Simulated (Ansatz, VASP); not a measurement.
# Two plane-wave programs on GaN

```xyz
4
Lattice="3.1518 0.0000 0.0000 -1.5759 2.7295 0.0000 0.0000 0.0000 5.1384" Properties=species:S:1:pos:R:3 pbc="T T T"
Ga    0.0000    1.8197    0.0015
Ga    1.5759    0.9098    2.5707
N     0.0000    1.8197    1.9357
N     1.5759    0.9098    4.5049
```

Alike in both runs: task single point; functional LDA; k mesh 9 × 9 × 6; no spin polarisation.

|  | VASP | Ansatz |
| --- | --- | --- |
| version | VASP 6.6.1 | Ansatz 0.2.0 |
| potentials or method | VASP PAW LDA potentials, release 64 (Ga_d, N) | scalar-relativistic, plane waves, PAW |
| plane-wave cutoff (eV) | 520 | 420 |
| occupations | gaussian, width 0.01 eV | fixed |
| valence electrons in the cell | 36 | 36 |

|  | VASP | Ansatz | Ansatz less VASP |
| --- | --- | --- | --- |
| gap on the k mesh at the Fermi level (eV) | 2.15 | 2.13 | -0.017 |
| least direct gap on the mesh (eV) | 2.15 | 2.13 | -0.017 |

LDA's correlation is that of Perdew and Zunger in VASP and of Perdew and Wang (1992) in Ansatz.
